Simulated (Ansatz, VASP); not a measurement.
## One calculation of Hg, two programs

```
Hg
1.0
     2.23398   -2.04586    0.00000
     2.23398    2.04586    0.00000
    -0.34874    0.00000    3.03980
Hg
1
Direct
  0.50000 0.50000 0.50000
```

Alike in both runs: task single point; functional PBE; dispersion D4; k mesh 6 × 6 × 6; occupations gaussian, width 0.1 eV; no spin polarisation.

|  | VASP | Ansatz |
| --- | --- | --- |
| version | VASP 6.6.1 | Ansatz 0.2.0 |
| potentials or method | VASP PAW PBE potentials, release 64 (Hg), cutoff 500 eV | scalar-relativistic, plane waves, PAW |
| valence electrons in the cell | 12 | 20 |

|  | VASP | Ansatz | Ansatz less VASP |
| --- | --- | --- | --- |
| gap on the k mesh at the Fermi level (eV) | none | none | - |
| pressure (GPa) | -1.5 | -1.8 | -0.22 |
| traceless stress, the component that is largest in VASP (GPa) | 0.81 | 0.77 | -0.031 |

A gap of «none» marks a metal or a gap that the smearing closes. VASP's potentials hold 12 valence electrons a cell and Ansatz's 20, so a difference there can come from the potentials and not from the codes.

Spin-orbit coupling is off throughout.
